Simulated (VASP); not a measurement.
Rh: single point with PBE

Rh:

```
Rh
1.0
     0.00000    1.87634    1.87634
     1.87634    0.00000    1.87634
     1.87634    1.87634    0.00000
Rh
1
Direct
  0.00000 0.00000 0.00000
```

```yaml
Program: VASP 6.6.1
Task: single point
Functional: PBE
Potentials_or_basis: VASP PAW PBE potentials, release 64 (Rh_pv)
Cutoff: 520 eV
k_mesh: 25 × 25 × 25
Occupations: fermi-dirac, width 0.0612256 eV
Spin: no spin polarisation
```

* Pressure: 18.6 GPa

Levels at points of the mesh, in eV from the Fermi level:
```
           k point  band 4  band 5  band 6  band 7  band 8  band 9  band 10  band 11
(0.00, 0.00, 0.00)   -8.25   -3.27   -3.27   -3.27   -1.05   -1.05    15.96    20.41
```

It took 2.2 min on 1 thread of AMD EPYC 7R13, on a shared host, peak memory 0.16 GiB.
